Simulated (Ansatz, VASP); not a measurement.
**Two plane-wave programs on AlN**

```
CELL_PARAMETERS angstrom
3.16596 0.00000 0.00000
-1.58298 2.74180 0.00000
0.00000 0.00000 5.06736
ATOMIC_POSITIONS crystal
Al 0.33976 0.67953 0.00152
Al 0.66024 0.32047 0.50152
N 0.32760 0.65519 0.38348
N 0.67240 0.34481 0.88348
```

Change from the starting cell: mode 5 frozen in at +0.034 Å, equal normal strain along x, y and z +0.0250.

Alike in both runs: task single point; functional LDA; k mesh 9 × 9 × 6; occupations gaussian, width 0.05 eV; no spin polarisation.

|  | VASP | Ansatz |
| --- | --- | --- |
| version | VASP 6.6.1 | Ansatz 0.2.0 |
| potentials or method | VASP PAW LDA potentials, release 64 (Al, N), cutoff 520 eV | scalar-relativistic, plane waves, PAW |
| valence electrons in the cell | 16 | 16 |

```csv
,VASP,Ansatz,Ansatz less VASP
gap on the k mesh at the Fermi level (eV),3.76,3.76,-0.003
least direct gap on the mesh (eV),3.76,3.76,-0.003
pressure (GPa),-13.2,-13.6,-0.39
"traceless stress, the component that is largest in VASP (GPa)",0.65,0.66,+0.012
rms of the force components (eV/Å),0.093,0.093,+0.0001
```

LDA's correlation is that of Perdew and Zunger in VASP and of Perdew and Wang (1992) in Ansatz. Atom by atom the forces differ by 0.001 eV/Å (rms over components).
